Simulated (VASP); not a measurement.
# PbF2 (Imm2) in VASP: a series of runs

Runs on PbF2. Level: PBE+D3(BJ). Tasks: single point.

Program: VASP 6.6.1. These are calculated values, not measurements. Logs are shortened: lines on timing, memory, paths and dates and some standing lists are left out, and cuts for length are marked.

## Step 1: The cell of the first run

Symmetry: Imm2, No. 44, orthorhombic system. Conventional cell: a = 4.200 Å, b = 5.940 Å, c = 4.200 Å, α = 90.00°, β = 90.00°, γ = 90.00°. Pb (site symmetry mm2) has 8 F at 2.35 to 2.81 Å within 3.1 Å. F (site symmetry m) has 4 Pb at 2.35 to 2.81 Å and 6 F at 2.97 Å within 3.1 Å.

## Step 2: Single point, PBE+D3(BJ) (atom 1 (Pb) moved by (-0.200, -0.200) A along x and y)

Input file INCAR:

```
  ALGO = Normal
  EDIFF = 1E-6
  ENCUT = 520
  GGA = PE
  ISIF = 2
  ISMEAR = 0
  IVDW = 12
  LASPH = True
  LCHARG = False
  LREAL = False
  LWAVE = False
  NBANDS = 21
  NELM = 80
  PREC = Accurate
  SIGMA = 0.05
```

Input file KPOINTS:

```
k-points
0
Gamma
  8 8 8
```

Input file POSCAR:

```
PbF2
1.0
    0.0000000000      2.9698500000      2.9698500000
    2.9698500000      0.0000000000      2.9698500000
    2.9698500000      2.9698500000      0.0000000000
Pb F
1 2
Direct
    0.0000000000      0.0000000000     -0.0673434685
    0.2500000000      0.2500000000      0.2500000000
    0.7500000000      0.7500000000      0.7500000000
```

Potentials or basis: VASP PAW PBE potentials, release 64 (Pb_d, F).

Launch:

```bash
$ cat potpaw_PBE.64/Pb_d/POTCAR potpaw_PBE.64/F/POTCAR > POTCAR
$ mpirun -np 1 vasp_std > vasp.out
```

OUTCAR:

```text
EDIFF = 1E-6
   ENCUT = 520
   GGA = PE
   ISIF = 2
   ISMEAR = 0
   IVDW = 12
   LASPH = True
   LREAL = False
   NELM = 80
   PREC = Accurate
 IVDW          = 12

 ion  position               nearest neighbor table
   1  0.000  0.000  0.933-   2 2.35   3 2.35   3 2.59   3 2.59   2 2.59   2 2.59   2 2.81   3 2.81

   2  0.250  0.250  0.250-   1 2.35   1 2.59   1 2.59   1 2.81
   3  0.750  0.750  0.750-   1 2.35   1 2.59   1 2.59   1 2.81

  LATTYP: Found a face centered cubic cell.
 ALAT       =     5.9397000000

  Lattice vectors:

 A1 = (   0.0000000000,   2.9698500000,   2.9698500000)
 A2 = (   2.9698500000,   0.0000000000,   2.9698500000)
 A3 = (   2.9698500000,   2.9698500000,   0.0000000000)

Analysis of symmetry for initial positions (statically):
=====================================================================
 Subroutine PRICEL returns:
 Original cell was already a primitive cell.

 Routine SETGRP: Setting up the symmetry group for a
 face centered cubic supercell.

 Subroutine GETGRP returns: Found  4 space group operations
 (whereof  4 operations were pure point group operations)
 out of a pool of 48 trial point group operations.

The static configuration has the point symmetry C_2v.

Analysis of symmetry for dynamics (positions and initial velocities):
=====================================================================
 Subroutine PRICEL returns:
 Original cell was already a primitive cell.

 Routine SETGRP: Setting up the symmetry group for a
 face centered cubic supercell.

 Subroutine GETGRP returns: Found  4 space group operations
 (whereof  4 operations were pure point group operations)
 out of a pool of 48 trial point group operations.

The dynamic configuration has the point symmetry C_2v.

 Subroutine INISYM returns: Found  4 space group operations
 (whereof  4 operations are pure point group operations),
 and found     1 'primitive' translations

----------------------------------------------------------------------------------------

                                     Primitive cell

  volume of cell :      52.3882

  direct lattice vectors                    reciprocal lattice vectors
     0.000000000  2.969850000  2.969850000    -0.168358671  0.168358671  0.168358671
     2.969850000  0.000000000  2.969850000     0.168358671 -0.168358671  0.168358671
     2.969850000  2.969850000  0.000000000     0.168358671  0.168358671 -0.168358671

  length of vectors
     4.200002148  4.200002148  4.200002148     0.291605773  0.291605773  0.291605773

  position of ions in fractional coordinates (direct lattice)
     0.000000000  0.000000000  0.932656532
     0.250000000  0.250000000  0.250000000
     0.750000000  0.750000000  0.750000000

  ion indices of the primitive-cell ions
   primitive index   ion index
                 1           1
                 2           2
                 3           3

----------------------------------------------------------------------------------------

 KPOINTS: k-points

Automatic generation of k-mesh.
 Grid dimensions read from file:
 generate k-points for:    8    8    8

 Generating k-lattice:

  Cartesian coordinates                     Fractional coordinates (reciprocal lattice)
    -0.021044834  0.021044834  0.021044834     0.125000000  0.000000000  0.000000000
     0.021044834 -0.021044834  0.021044834     0.000000000  0.125000000  0.000000000
     0.021044834  0.021044834 -0.021044834     0.000000000  0.000000000  0.125000000

  Length of vectors
     0.036450722  0.036450722  0.036450722

  Shift w.r.t. Gamma in fractional coordinates (k-lattice)
     0.000000000  0.000000000  0.000000000

 Subroutine IBZKPT returns following result:
 ===========================================

 Found     95 irreducible k-points:

 Following reciprocal coordinates:
            Coordinates               Weight
  0.000000  0.000000  0.000000      1.000000
  0.125000  0.000000  0.000000      4.000000
  0.000000  0.000000  0.125000      4.000000
  0.250000  0.000000  0.000000      4.000000
  0.000000  0.000000  0.250000      4.000000
  0.375000  0.000000  0.000000      4.000000
[... 16 lines left out ...]
  0.125000  0.125000 -0.375000      4.000000
 -0.375000  0.125000  0.000000      4.000000
 [... further k-points ...]
   k-points           NKPTS =     95   k-points in BZ     NKDIM =     95   number of bands    NBANDS=     21
   number of dos      NEDOS =    301   number of ions     NIONS =      3
   total plane-waves  NPLWV =  32768
   dimension x,y,z NGX =    32 NGY =   32 NGZ =   32
   dimension x,y,z NGXF=    64 NGYF=   64 NGZF=   64
   ions per type =               1   2
   NGX,Y,Z   is equivalent  to a cutoff of  12.67, 12.67, 12.67 a.u.
   NGXF,Y,Z  is equivalent  to a cutoff of  25.33, 25.33, 25.33 a.u.
 SYSTEM =  unknown system
   PREC   = accura    normal or accurate (medium, high low for compatibility)
   ISTART =      0    job   : 0-new  1-cont  2-samecut
   ICHARG =      2    charge: 1-file 2-atom 10-const
   ISPIN  =      1    spin polarized calculation?
   LNONCOLLINEAR =      F non collinear calculations
   LSORBIT =      F    spin-orbit coupling
   LASPH  =      T    aspherical Exc in radial PAW
   ENCUT  =  520.0 eV  38.22 Ry    6.18 a.u.   7.81  7.81  7.81*2*pi/ulx,y,z
   NELM   =     80;   NELMIN=  2; NELMDL= -5     # of ELM steps
   EDIFF  = 0.1E-05   stopping-criterion for ELM
   LREAL  =      F    real-space projection
   EDIFFG = 0.1E-04   stopping-criterion for IOM
   NSW    =      0    number of steps for IOM
   IBRION =     -1    ionic relax: 0-MD 1-quasi-New 2-CG
   NFREE  =      0    steps in history (QN), initial steepest desc. (CG)
   ISIF   =      2    stress and relaxation
   ISYM   =      2    0-nonsym 1-usesym 2-fastsym
   POTIM  = 0.5000    time-step for ionic-motion
   TEBEG  =    0.0;   TEEND  =   0.0 temperature during run
   PSTRESS=    0.0 pullay stress
   NELECT =      28.0000    total number of electrons
   NUPDOWN=      -1.0000    fix difference up-down
   EMIN   =  10.00;   EMAX   =-10.00  energy-range for DOS
   EFERMI =   0.00;   METHOD = LEGACY
   ISMEAR =     0;   SIGMA  =   0.05  broadening in eV -4-tet -1-fermi 0-gaus
   EFERMI_NEDOS =   21; number of points for ismear=-14 and -15
   IALGO  =     38    algorithm
   IMIX   =      4    mixing-type and parameters
     AMIX     =   0.40;   BMIX     =  1.00
     AMIX_MAG =   1.60;   BMIX_MAG =  1.00
  volume/ion in A,a.u.               =      17.46       117.84
  Fermi-wavevector in a.u.,A,eV,Ry     =   1.328566  2.510625 24.015460  1.765086
  Thomas-Fermi vector in A             =   2.457794
   LORBIT       =      0    0 simple, 1 ext, 2 COOP (PROOUT), +10 PAW based schemes
   GGA     = PE    functional components
   LHFCALC =     F    Hartree Fock is set to
   AEXX    =    0.0000 exact exchange contribution
   IVDW    =    12    specifies the selected vdW correction
   LEPSILON=     F    determine dielectric tensor
   LRPA    =     F    only Hartree local field effects (RPA)
 non-spin polarized calculation
 Gauss-broadening in eV      SIGMA  =   0.05
  energy-cutoff  :      520.00
  volume of cell :       52.39
 maximum number of plane-waves:      1424
   NGX = 15   NGY = 15   NGZ = 15

 number of electron      28.0000011 magnetization

 Free energy of the ion-electron system (eV)
  ---------------------------------------------------
  ext. energy  EPLUGINS =         0.00000000
  ---------------------------------------------------
  free energy    TOTEN  =       -14.26186775 eV

  energy without entropy =      -14.26186775  energy(sigma->0) =      -14.26186775

 E-fermi :   2.1766     XC(G=0):  -9.3623

 val. band max:        1.8737092048   @ k =  -0.2500   0.5000   0.2500
 cond. band min:       6.2953430901   @ k =   0.0000   0.5000   0.5000
 fundamental gap:      4.4216338852
 Fermi energy:         2.1765863312

 k-point     1 :       0.0000    0.0000    0.0000
  band No.  band energies     occupation
      1     -19.3498      2.00000
      2     -18.7639      2.00000
      3     -12.5899      2.00000
      4     -12.5731      2.00000
      5     -12.5220      2.00000
      6     -12.5088      2.00000
[... 13 lines left out ...]
     20      16.8809      0.00000
     21      18.6241      0.00000

 k-point     2 :       0.1250    0.0000    0.0000
  band No.  band energies     occupation
      1     -19.3208      2.00000
      2     -18.7885      2.00000
      3     -12.5807      2.00000
      4     -12.5710      2.00000
      5     -12.5214      2.00000
      6     -12.5015      2.00000
[... 13 lines left out ...]
     20      16.4953      0.00000
     21      18.4052      0.00000

 k-point     3 :       0.0000    0.0000    0.1250
  band No.  band energies     occupation
      1     -19.3204      2.00000
      2     -18.7890      2.00000
      3     -12.5847      2.00000
      4     -12.5667      2.00000
      5     -12.5214      2.00000
      6     -12.4988      2.00000
[... 13 lines left out ...]
     20      16.4766      0.00000
     21      18.3607      0.00000

 k-point     4 :       0.2500    0.0000    0.0000
  band No.  band energies     occupation
      1     -19.2450      2.00000
      2     -18.8515      2.00000
      3     -12.5594      2.00000
      4     -12.5530      2.00000
      5     -12.5177      2.00000
      6     -12.5033      2.00000
[... 13 lines left out ...]
     20      16.0303      0.00000
     21      17.3630      0.00000

 k-point     5 :       0.0000    0.0000    0.2500
  band No.  band energies     occupation
      1     -19.2438      2.00000
      2     -18.8528      2.00000
      3     -12.5720      2.00000
      4     -12.5578      2.00000
      5     -12.5131      2.00000
      6     -12.4914      2.00000
[... 13 lines left out ...]
     20      15.9493      0.00000
     21      17.4370      0.00000

 k-point     6 :       0.3750    0.0000    0.0000
  band No.  band energies     occupation
      1     -19.1468      2.00000
      2     -18.9362      2.00000
      3     -12.5482      2.00000
      4     -12.5326      2.00000
      5     -12.5002      2.00000
      6     -12.4975      2.00000
[... 13 lines left out ...]
     20      15.7663      0.00000
     21      16.3086      0.00000

 k-point     7 :       0.0000    0.0000    0.3750
  band No.  band energies     occupation
      1     -19.1456      2.00000
      2     -18.9373      2.00000
      3     -12.5626      2.00000
      4     -12.5576      2.00000
      5     -12.4961      2.00000
      6     -12.4784      2.00000
[... 13 lines left out ...]
     20      15.6651      0.00000
     21      16.5188      0.00000
[... 291 lines left out ...]
      1     -19.0764      2.00000
      2     -18.9959      2.00000
      3     -12.5481      2.00000
      4     -12.5167      2.00000
      5     -12.5030      2.00000
      6     -12.4625      2.00000
[... 13 lines left out ...]
     20      16.5362      0.00000
     21      17.1281      0.00000

 k-point    21 :       0.0000    0.5000    0.1250
  band No.  band energies     occupation
      1     -19.0774      2.00000
      2     -18.9965      2.00000
      3     -12.5418      2.00000
      4     -12.5253      2.00000
      5     -12.4974      2.00000
      6     -12.4702      2.00000
[... 13 lines left out ...]
     20      16.5416      0.00000
     21      17.1180      0.00000

 k-point    22 :       0.1250    0.0000    0.5000
  band No.  band energies     occupation
      1     -19.0767      2.00000
      2     -18.9970      2.00000
      3     -12.5594      2.00000
      4     -12.5419      2.00000
      5     -12.4864      2.00000
      6     -12.4688      2.00000
[... 13 lines left out ...]
     20      16.4346      0.00000
     21      17.3498      0.00000

 k-point    23 :       0.1250    0.1250   -0.3750
  band No.  band energies     occupation
      1     -19.0769      2.00000
      2     -18.9952      2.00000
      3     -12.5486      2.00000
      4     -12.5470      2.00000
      5     -12.4875      2.00000
      6     -12.4724      2.00000
[... 13 lines left out ...]
     20      16.5082      0.00000
     21      17.2457      0.00000

 k-point    24 :      -0.3750    0.1250    0.0000
  band No.  band energies     occupation
      1     -19.1041      2.00000
      2     -18.9713      2.00000
      3     -12.5501      2.00000
      4     -12.5170      2.00000
      5     -12.5055      2.00000
      6     -12.4767      2.00000
[... 13 lines left out ...]
     20      16.3878      0.00000
     21      17.4431      0.00000

 [... further k-points ...]

------------------------ aborting loop because EDIFF is reached ----------------------------------------

 Edisp (eV)   -0.45791

 E8    (eV) :    -0.1974

  FORCE on cell =-STRESS in cart. coord.  units (eV):
  Direction    XX          YY          ZZ          XY          YZ          ZX
  --------------------------------------------------------------------------------------
  -------------------------------------------------------------------------------------
  Total       0.83276     0.83276     0.81572     0.38069     0.00000     0.00000
  in kB      25.46798    25.46798    24.94703    11.64262     0.00000     0.00000
  external pressure =       25.29 kB  Pullay stress =        0.00 kB

 VOLUME and BASIS-vectors are now :
 -----------------------------------------------------------------------------
  energy-cutoff  :      520.00
  volume of cell :       52.39
      direct lattice vectors                 reciprocal lattice vectors
     0.000000000  2.969850000  2.969850000    -0.168358671  0.168358671  0.168358671
     2.969850000  0.000000000  2.969850000     0.168358671 -0.168358671  0.168358671
     2.969850000  2.969850000  0.000000000     0.168358671  0.168358671 -0.168358671

 POSITION                                       TOTAL-FORCE (eV/Angst)
 -----------------------------------------------------------------------------------
      2.76985      2.76985      0.00000         0.460756      0.460756      0.000000
      1.48493      1.48493      1.48493        -0.230378     -0.230378      0.171416
      4.45477      4.45477      4.45477        -0.230378     -0.230378     -0.171416
 -----------------------------------------------------------------------------------
    total drift:                               -0.000361     -0.000361      0.000001

  FREE ENERGIE OF THE ION-ELECTRON SYSTEM (eV)
  ---------------------------------------------------
  free  energy   TOTEN  =       -14.7197814136 eV

  energy  without entropy=      -14.7197814136  energy(sigma->0) =      -14.71978141
```

Wall time 95 s (1 thread of Intel Xeon Platinum 8375C at 2.90GHz (Ice Lake), shared host); peak memory 0.24 GiB.

What came out:

- Free energy: -14.7198 eV
- Pressure: 2.5 GPa
- Largest force: 0.652 eV/Å
- Band gap on the k mesh: 4.42 eV (least direct gap 4.64 eV)
- Dispersion energy per atom: -0.153 eV

Forces on the atoms (eV/Å):
```
Pb   0.461  0.461  0.000
F   -0.230 -0.230  0.171
F   -0.230 -0.230 -0.171
```

Stress tensor (GPa, compression positive):
```
2.55 1.16 0.00
1.16 2.55 0.00
0.00 0.00 2.49
```

Caveat: the cell differs from its parent crystal (atom 1 (Pb) moved by (-0.200, -0.200) A along x and y); spin-orbit coupling is left out, which moves the levels of the heavy elements.

## Step 3: Single point, PBE+D3(BJ) (atom 1 (Pb) moved by (-0.100, -0.100) A along x and y)

Input file INCAR:

```
ALGO     = Normal         # electronic algorithm
EDIFF    = 1E-7           # SCF threshold, eV
ENCUT    = 520            # plane-wave cutoff, eV
GGA      = PE             # functional
ISIF     = 2              # what is computed and relaxed
ISMEAR   = 0              # smearing method
IVDW     = 12             # dispersion correction
LASPH    = T              # aspherical terms in the spheres
LCHARG   = T              # write CHGCAR
LELF     = T              # ELF
LREAL    = F              # projectors in reciprocal space
LVHAR    = T            
LWAVE    = F              # write WAVECAR
NBANDS   = 21             # bands
NELM     = 80             # most SCF steps
PREC     = Accurate       # precision mode
SIGMA    = 0.05           # smearing width, eV
```

KPOINTS is that of step 2.

POSCAR: that of step 2 with these lines changed.

```diff
@@ -8,3 +8,3 @@
 Direct
-    0.0000000000      0.0000000000     -0.0673434685
+    0.0000000000      0.0000000000     -0.0336717343
     0.2500000000      0.2500000000      0.2500000000
```

Potentials or basis: VASP PAW PBE potentials, release 64 (Pb_d, F).

Launch:

```bash
$ cat potpaw_PBE.64/Pb_d/POTCAR potpaw_PBE.64/F/POTCAR > POTCAR
$ mpirun -np 1 vasp_std > vasp.out
```

Run time: 91 s. Hardware: 1 thread of Intel Xeon Platinum 8375C at 2.90GHz (Ice Lake), shared host; peak memory 0.24 GiB.

The run converged. Its results:

```yaml
Free_energy: -14.7804 eV
Pressure: 1.1 GPa
Largest_force: 0.246 eV/Å
Band_gap_on_the_k_mesh: 4.42 eV (least direct gap 4.58 eV)
Dispersion_energy_per_atom: -0.153 eV
```

Forces in eV/Å, atoms in the order of the input:
```
Pb   0.174  0.174  0.000
F   -0.087 -0.087  0.038
F   -0.087 -0.087 -0.038
```

Stress tensor (GPa, compression positive):
```
1.10 0.29 0.00
0.29 1.10 0.00
0.00 0.00 1.05
```

Levels at points of the mesh, in eV from the valence-band top:
```
           k point  band 11  band 12  band 13  band 14  band 15  band 16  band 17  band 18
(0.00, 0.00, 0.00)    -2.46    -1.95    -1.95    -1.93     6.72     6.83     6.83    10.59
(0.50, 0.00, 0.00)    -2.68    -2.12    -2.11    -0.04     5.00     7.67     7.69    13.18
(0.00, 0.00, 0.50)    -2.66    -2.14    -2.12    -0.04     5.04     7.62     7.69    13.15
(0.50, 0.50, 0.00)    -1.65    -1.56    -1.47    -0.14     4.44     7.80     7.86     9.04
(0.00, 0.50, 0.50)    -1.62    -1.56    -1.49    -0.17     4.42     7.84     7.90     9.01
```

Caveat: the cell differs from its parent crystal (atom 1 (Pb) moved by (-0.100, -0.100) A along x and y); spin-orbit coupling is left out, which moves the levels of the heavy elements.
